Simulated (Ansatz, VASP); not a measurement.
**Pd: VASP beside Ansatz**

```
Pd
1.0
     2.94156    0.00000    0.00000
    -1.47078    2.54747    0.00000
     0.00000    0.00000    4.89145
Pd
2
Direct
  0.66667 0.33333 0.75000
  0.33333 0.66667 0.25000
```

Change from the starting cell: volume scaled by 1.18, no spin polarisation, PAW files.

Alike in both runs: task single point; functional PBE; k mesh 14 × 14 × 7; occupations fermi-dirac, width 0.05 eV; no spin polarisation.

|  | VASP | Ansatz |
| --- | --- | --- |
| version | VASP 6.6.1 | Ansatz 0.2.0 |
| potentials or method | VASP PAW PBE potentials, release 64 (Pd) | PAW with Ansatz's default frozen-core files, scalar-relativistic |
| plane-wave cutoff (eV) | 520 | 420 |
| valence electrons in the cell | 20 | 36 |

Ansatz gave:

| Property | Result |
| --- | --- |
| pressure (GPa) | -17.7 |
| traceless stress, the component that is largest in VASP (GPa) | 0.40 |

Task: What did VASP give for the same quantities?

Result: Pressure (GPa): -17.8; traceless stress, the component that is largest in VASP (GPa): 0.35.

VASP's potentials hold 20 valence electrons a cell and Ansatz's 36, so a difference there can come from the potentials and not from the codes.
